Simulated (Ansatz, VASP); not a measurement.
**Two plane-wave programs on Ir**

```
Ir
1.0
     0.00000    1.91507    1.91507
     1.91507    0.00000    1.91507
     1.91507    1.91507    0.00000
Ir
1
Direct
  0.00000 0.00000 0.00000
```

Alike in both runs: functional PBEsol; k mesh 18 × 18 × 18; occupations gaussian, width 0.1 eV; no spin polarisation.

Ansatz relaxed the structure, and its values are those at the end. VASP's run is a single point on that final structure, the one shown.

```csv
,VASP,Ansatz
version,VASP 6.6.1,Ansatz 0.2.0
potentials or method,"VASP PAW PBE potentials, release 64 (Ir_sv_GW), cutoff 500 eV","scalar-relativistic, plane waves, PAW"
valence electrons in the cell,17,17
```

VASP gave:

- gap on the k mesh at the Fermi level (eV): none
- pressure (GPa): -3.2

What did Ansatz give for the same quantities?

gap on the k mesh at the Fermi level (eV): none; pressure (GPa): 0.0.

VASP's potentials were made for PBE, not for PBEsol. A gap of «none» marks a metal or a gap that the smearing closes.

Spin-orbit coupling is off throughout.
